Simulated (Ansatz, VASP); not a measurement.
**BaS in VASP and in Ansatz**

```
CELL_PARAMETERS angstrom
0.00000 3.28894 3.28894
3.28894 0.00000 3.28894
3.28894 3.28894 0.00000
ATOMIC_POSITIONS crystal
Ba 0.00000 0.00000 0.00000
S 0.50000 0.50000 0.50000
```

Change from the starting cell: volume scaled by 1.06, PAW files.

Alike in both runs: task electric field gradients; functional r2SCAN; k mesh 7 × 7 × 7; occupations fermi-dirac, width 0.02 eV; no spin polarisation.

|  | VASP | Ansatz |
| --- | --- | --- |
| version | VASP 6.6.1 | Ansatz 0.2.0 |
| potentials or method | VASP PAW PBE potentials, release 64 (Ba_sv, S) | PAW with Ansatz's default frozen-core files, scalar-relativistic |
| plane-wave cutoff (eV) | 520 | 500 |
| valence electrons in the cell | 16 | 16 |

Ansatz gave:

```
gap on the k mesh at the Fermi level (eV) : 2.72
pressure (GPa)                            : -2.7
```

Task: What did VASP give for the same quantities?

Result: gap on the k mesh at the Fermi level (eV): 2.65; pressure (GPa): -2.3.

VASP's potentials were made for PBE, not for r2SCAN.

Neither program's run includes spin-orbit coupling.
